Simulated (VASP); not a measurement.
# Ti (P6/mmm) in VASP: a series of runs

Ti is run at these levels: PBEsol+D3(BJ), BLYP+D3(BJ); tasks: relaxation of cell and atoms.

All numbers are computed with VASP 6.6.1; they aren't measurements. Logs are shortened: lines on timing, memory, paths and dates and some standing lists are left out, and cuts for length are marked.

## Step 1: The cell of the first run

Symmetry: P6/mmm, No. 191, hexagonal system. Conventional cell: a = 4.600 Å, b = 4.600 Å, c = 2.820 Å, α = 90.00°, β = 90.00°, γ = 120.00°. Within 3.7 Å of Ti (site symmetry 6/mmm) lie 14 Ti at 2.82 to 3.01 Å. Within 3.5 Å of Ti (site symmetry -6m2) lie 11 Ti at 2.66 to 3.01 Å.

This isn't the form of Ti at room conditions, which is hcp.

## Step 2: Relaxation of cell and atoms, PBEsol+D3(BJ)

INCAR reads:

```
SYSTEM = Ti
  PREC = Accurate
  ENCUT = 600
  EDIFF = 1E-7
  ISMEAR = 1
  SIGMA = 0.1
  LREAL = .False.
  LASPH = .True.
  NELM = 100
  ALGO = Normal
  ISIF = 3
  LWAVE = .False.
  LCHARG = .False.
  GGA = PS
  IVDW = 12
  IBRION = 2
  NSW = 80
  EDIFFG = -0.01
```

KPOINTS reads:

```
regular mesh
0
Gamma
  8 8 12
  0 0 0
```

POSCAR reads:

```
Ti
1.0
    4.6000000000      0.0000000000      0.0000000000
   -2.3000000000      3.9837170000      0.0000000000
    0.0000000000      0.0000000000      2.8200000000
Ti
3
Direct
    0.0000000000      0.0000000000      0.0000000000
    0.3333333333      0.6666666667      0.5000000000
    0.6666666667      0.3333333333      0.5000000000
```

Potentials or basis: VASP PAW PBE potentials, release 64 (Ti_sv).

Started as:

```bash
$ cat potpaw_PBE.64/Ti_sv/POTCAR > POTCAR
$ mpirun -np 1 vasp_std > vasp.out
```

OUTCAR:

```text
SYSTEM = Ti
   PREC = Accurate
   ENCUT = 600
   EDIFF = 1E-7
   ISMEAR = 1
   LREAL = .False.
   LASPH = .True.
   NELM = 100
   ISIF = 3
   GGA = PS
   IVDW = 12
   IBRION = 2
   NSW = 80
   EDIFFG = -0.01
 IVDW          = 12

 ion  position               nearest neighbor table
   1  0.000  0.000  0.000-
   2  0.333  0.667  0.500-   3 2.66   3 2.66   3 2.66
   3  0.667  0.333  0.500-   2 2.66   2 2.66   2 2.66

  LATTYP: Found a hexagonal cell.
 ALAT       =     4.6000000000
 C/A-ratio  =     0.6130434783

  Lattice vectors:

 A1 = (   4.6000000000,   0.0000000000,   0.0000000000)
 A2 = (  -2.3000000000,   3.9837170000,   0.0000000000)
 A3 = (   0.0000000000,   0.0000000000,   2.8200000000)

Analysis of symmetry for initial positions (statically):
=====================================================================
 Subroutine PRICEL returns:
 Original cell was already a primitive cell.

 Routine SETGRP: Setting up the symmetry group for a
 hexagonal supercell.

 Subroutine GETGRP returns: Found 24 space group operations
 (whereof 24 operations were pure point group operations)
 out of a pool of 24 trial point group operations.

The static configuration has the point symmetry D_6h.

Analysis of symmetry for dynamics (positions and initial velocities):
=====================================================================
 Subroutine PRICEL returns:
 Original cell was already a primitive cell.

 Routine SETGRP: Setting up the symmetry group for a
 hexagonal supercell.

 Subroutine GETGRP returns: Found 24 space group operations
 (whereof 24 operations were pure point group operations)
 out of a pool of 24 trial point group operations.

The dynamic configuration has the point symmetry D_6h.

 Subroutine INISYM returns: Found 24 space group operations
 (whereof 24 operations are pure point group operations),
 and found     1 'primitive' translations

----------------------------------------------------------------------------------------

                                     Primitive cell

  volume of cell :      51.6768

  direct lattice vectors                    reciprocal lattice vectors
     4.600000000  0.000000000  0.000000000     0.217391304  0.125510924  0.000000000
    -2.300000000  3.983717000  0.000000000     0.000000000  0.251021847  0.000000000
     0.000000000  0.000000000  2.820000000     0.000000000  0.000000000  0.354609929

  length of vectors
     4.600000000  4.600000123  2.820000000     0.251021854  0.251021847  0.354609929

  position of ions in fractional coordinates (direct lattice)
     0.000000000  0.000000000  0.000000000
     0.333333333  0.666666667  0.500000000
     0.666666667  0.333333333  0.500000000

  ion indices of the primitive-cell ions
   primitive index   ion index
                 1           1
                 2           2
                 3           3

----------------------------------------------------------------------------------------

 KPOINTS: regular mesh

Automatic generation of k-mesh.
 Grid dimensions read from file:
 generate k-points for:    8    8   12

 Generating k-lattice:

  Cartesian coordinates                     Fractional coordinates (reciprocal lattice)
     0.027173913  0.015688865  0.000000000     0.125000000  0.000000000  0.000000000
     0.000000000  0.031377731  0.000000000     0.000000000  0.125000000  0.000000000
     0.000000000  0.000000000  0.029550827     0.000000000  0.000000000  0.083333333

  Length of vectors
     0.031377732  0.031377731  0.029550827

  Shift w.r.t. Gamma in fractional coordinates (k-lattice)
     0.000000000  0.000000000  0.000000000

 Subroutine IBZKPT returns following result:
 ===========================================

 Found     70 irreducible k-points:

 Following reciprocal coordinates:
            Coordinates               Weight
  0.000000  0.000000  0.000000      1.000000
  0.125000  0.000000  0.000000      6.000000
  0.250000  0.000000  0.000000      6.000000
  0.375000  0.000000  0.000000      6.000000
  0.500000  0.000000  0.000000      3.000000
  0.125000  0.125000  0.000000      6.000000
[... 16 lines left out ...]
  0.250000  0.000000  0.166667     12.000000
  0.375000  0.000000  0.166667     12.000000
 [... further k-points ...]
   k-points           NKPTS =     70   k-points in BZ     NKDIM =     70   number of bands    NBANDS=     22
   number of dos      NEDOS =    301   number of ions     NIONS =      3
   total plane-waves  NPLWV =  38400
   dimension x,y,z NGX =    40 NGY =   40 NGZ =   24
   dimension x,y,z NGXF=    80 NGYF=   80 NGZF=   48
   ions per type =               3
   NGX,Y,Z   is equivalent  to a cutoff of  14.46, 14.46, 14.15 a.u.
   NGXF,Y,Z  is equivalent  to a cutoff of  28.91, 28.91, 28.30 a.u.
 SYSTEM =  Ti
   PREC   = accura    normal or accurate (medium, high low for compatibility)
   ISTART =      0    job   : 0-new  1-cont  2-samecut
   ICHARG =      2    charge: 1-file 2-atom 10-const
   ISPIN  =      1    spin polarized calculation?
   LNONCOLLINEAR =      F non collinear calculations
   LSORBIT =      F    spin-orbit coupling
   LASPH  =      T    aspherical Exc in radial PAW
   ENCUT  =  600.0 eV  44.10 Ry    6.64 a.u.   9.19  9.19  5.63*2*pi/ulx,y,z
   NELM   =    100;   NELMIN=  2; NELMDL= -5     # of ELM steps
   EDIFF  = 0.1E-06   stopping-criterion for ELM
   LREAL  =      F    real-space projection
   EDIFFG = -.1E-01   stopping-criterion for IOM
   NSW    =     80    number of steps for IOM
   IBRION =      2    ionic relax: 0-MD 1-quasi-New 2-CG
   NFREE  =      1    steps in history (QN), initial steepest desc. (CG)
   ISIF   =      3    stress and relaxation
   ISYM   =      2    0-nonsym 1-usesym 2-fastsym
   POTIM  = 0.5000    time-step for ionic-motion
   TEBEG  =    0.0;   TEEND  =   0.0 temperature during run
   PSTRESS=    0.0 pullay stress
   NELECT =      36.0000    total number of electrons
   NUPDOWN=      -1.0000    fix difference up-down
   EMIN   =  10.00;   EMAX   =-10.00  energy-range for DOS
   EFERMI =   0.00;   METHOD = LEGACY
   ISMEAR =     1;   SIGMA  =   0.10  broadening in eV -4-tet -1-fermi 0-gaus
   EFERMI_NEDOS =   21; number of points for ismear=-14 and -15
   IALGO  =     38    algorithm
   IMIX   =      4    mixing-type and parameters
     AMIX     =   0.40;   BMIX     =  1.00
     AMIX_MAG =   1.60;   BMIX_MAG =  1.00
  volume/ion in A,a.u.               =      17.23       116.24
  Fermi-wavevector in a.u.,A,eV,Ry     =   1.451255  2.742475 28.655806  2.106142
  Thomas-Fermi vector in A             =   2.568774
   LORBIT       =      0    0 simple, 1 ext, 2 COOP (PROOUT), +10 PAW based schemes
   GGA     = PS    functional components
   LHFCALC =     F    Hartree Fock is set to
   AEXX    =    0.0000 exact exchange contribution
   IVDW    =    12    specifies the selected vdW correction
   LEPSILON=     F    determine dielectric tensor
   LRPA    =     F    only Hartree local field effects (RPA)
 conjugate gradient relaxation of ions
 non-spin polarized calculation
 Methfessel and Paxton  Order N= 1 SIGMA  =   0.10
  energy-cutoff  :      600.00
  volume of cell :       51.68
 maximum number of plane-waves:      1757
 NGX is ok and might be reduce to    40
   NGX = 19   NGY = 19   NGZ = 11

--------------------------------------- Ionic step        1  -------------------------------------------

 number of electron      35.9999997 magnetization

 Free energy of the ion-electron system (eV)
  ---------------------------------------------------
  ext. energy  EPLUGINS =         0.00000000
  ---------------------------------------------------
  free energy    TOTEN  =       -25.01842540 eV

  energy without entropy =      -25.02055280  energy(sigma->0) =      -25.01913453

------------------------ aborting loop because EDIFF is reached ----------------------------------------

 Edisp (eV)   -1.81503

 E8    (eV) :    -1.2702

  FORCE on cell =-STRESS in cart. coord.  units (eV):
  Direction    XX          YY          ZZ          XY          YZ          ZX
  --------------------------------------------------------------------------------------
  -------------------------------------------------------------------------------------
  Total      -3.63669    -3.63669    -3.18289     0.00000     0.00000    -0.00000
  in kB    -112.75121  -112.75122   -98.68185     0.00000     0.00000    -0.00000
  external pressure =     -108.06 kB  Pullay stress =        0.00 kB
[... 22 lines left out ...]
  energy  without entropy=      -26.8355842312  energy(sigma->0) =      -26.83416596

--------------------------------------- Ionic step        2  -------------------------------------------

 number of electron      35.9999997 magnetization

 E-fermi :  10.1510     XC(G=0): -12.5315

 val. band max:       10.1347514729   @ k =   0.3750   0.2500   0.0833
 cond. band min:      10.1782681239   @ k =   0.2500   0.1250   0.0833
 fundamental gap:      0.0435166510
 Fermi energy:        10.1510268884

 k-point     1 :       0.0000    0.0000    0.0000
  band No.  band energies     occupation
      1     -46.2341      2.00000
      2     -45.9485      2.00000
      3     -45.6861      2.00000
      4     -22.7174      2.00000
      5     -22.7174      2.00000
      6     -22.7090      2.00000
[... 574 lines left out ...]
      6     -22.4552      2.00000
[... 14 lines left out ...]
     21      11.0001     -0.00000
     22      11.4320     -0.00000

 [... further k-points ...]

------------------------ aborting loop because EDIFF is reached ----------------------------------------

 Edisp (eV)   -2.16131

 E8    (eV) :    -1.5122

  FORCE on cell =-STRESS in cart. coord.  units (eV):
  Direction    XX          YY          ZZ          XY          YZ          ZX
  --------------------------------------------------------------------------------------
  -------------------------------------------------------------------------------------
  Total       2.74672     2.74672     3.20270     0.00000     0.00000    -0.00000
  in kB     101.24871   101.24871   118.05683     0.00000     0.00000    -0.00000
  external pressure =      106.85 kB  Pullay stress =        0.00 kB
[... 227 lines left out ...]
  energy  without entropy=      -27.0151064278  energy(sigma->0) =      -27.01464509

--------------------------------------- Ionic step        8  -------------------------------------------

 number of electron      36.0000004 magnetization

 Free energy of the ion-electron system (eV)
  ---------------------------------------------------
  ext. energy  EPLUGINS =         0.00000000
  ---------------------------------------------------
  free energy    TOTEN  =       -25.00582061 eV

  energy without entropy =      -25.00651451  energy(sigma->0) =      -25.00605191

 E-fermi :   9.3043     XC(G=0): -12.1646

 val. band max:        9.2977010871   @ k =   0.5000   0.0000   0.0000
 cond. band min:       9.3252267889   @ k =   0.3750   0.2500   0.2500
 fundamental gap:      0.0275257018
 Fermi energy:         9.3043025303

 k-point     1 :       0.0000    0.0000    0.0000
  band No.  band energies     occupation
      1     -47.2092      2.00000
      2     -46.9351      2.00000
      3     -46.7111      2.00000
      4     -23.6607      2.00000
      5     -23.6607      2.00000
      6     -23.6052      2.00000
[... 574 lines left out ...]
      6     -23.4237      2.00000
[... 14 lines left out ...]
     21      10.0982     -0.00000
     22      10.4477     -0.00000

 [... further k-points ...]

------------------------ aborting loop because EDIFF is reached ----------------------------------------

 Edisp (eV)   -2.00861

 E8    (eV) :    -1.4056

  FORCE on cell =-STRESS in cart. coord.  units (eV):
  Direction    XX          YY          ZZ          XY          YZ          ZX
  --------------------------------------------------------------------------------------
  -------------------------------------------------------------------------------------
  Total      -0.00164    -0.00164    -0.00050     0.00000     0.00000    -0.00000
  in kB      -0.05616    -0.05616    -0.01706     0.00000     0.00000    -0.00000
  external pressure =       -0.04 kB  Pullay stress =        0.00 kB
[... 18 lines left out ...]
  FREE ENERGIE OF THE ION-ELECTRON SYSTEM (eV)
  ---------------------------------------------------
  free  energy   TOTEN  =       -27.0144297289 eV

  energy  without entropy=      -27.0151236295  energy(sigma->0) =      -27.01466103

 reached required accuracy - stopping structural energy minimisation
```

Run time: 5 min. Hardware: 1 thread of AMD EPYC 9R45 (Zen 5), shared host; peak memory 0.23 GiB.

Results:

* Free energy: -27.0144 eV
* Relaxed volume: 15.58 Å³/atom
* Relaxed cell: a = 4.431 Å, b = 4.431 Å, c = 2.749 Å, α = 90.00°, β = 90.00°, γ = 120.00°
* Space group after relaxing (to 0.1 Å): P6/mmm (No. 191)
* Energy gained by relaxing: 60.3 meV/atom
* Ionic steps: 8
* Pressure after relaxing: 0.0 GPa
* Band gap on the k mesh: zero (bands 18 and 19 overlap by 0.43 eV)
* Dispersion energy per atom: -0.670 eV

Step by step:
```tsv
step	energy change (eV)	largest force (eV/Å)	pressure (GPa)	volume (Å³)
1	0.0000	0.0000	-10.81	51.68
2	-0.0768	0.0000	10.69	43.46
3	-0.1798	0.0000	-0.05	46.78
4	-0.1798	0.0000	0.21	46.69
5	-0.1809	0.0000	0.18	46.68
6	-0.1809	0.0000	0.17	46.68
7	-0.1810	0.0000	-0.10	46.79
8	-0.1810	0.0000	0.00	46.75
```

Final structure:
```
Ti
1.0
     4.43117    0.00000    0.00000
    -2.21559    3.83751    0.00000
     0.00000    0.00000    2.74896
Ti
3
Direct
  0.00000 0.00000 0.00000
  0.33333 0.66667 0.50000
  0.66667 0.33333 0.50000
```

Levels at points of the mesh, in eV from the Fermi level:
| k point | band 16 | band 17 | band 18 | band 19 | band 20 | band 21 |
| --- | --- | --- | --- | --- | --- | --- |
| (0.00, 0.00, 0.00) | -0.74 | -0.64 | -0.64 | -0.02 | 0.72 | 1.38 |
| (0.50, 0.00, 0.00) | -0.53 | -0.51 | -0.43 | -0.01 | 0.57 | 1.06 |
| (0.00, 0.00, 0.50) | -1.87 | -1.87 | -1.72 | 1.12 | 1.12 | 1.38 |
| (0.50, 0.00, 0.50) | -1.38 | -0.74 | -0.71 | 0.31 | 0.85 | 1.17 |

Caveat: the PAW data sets were made with another functional, which shifts forces and pressure a little.

[end of part 1 of 2]

The gap in the log of VASP goes by the Fermi energy; the results here count the filled bands.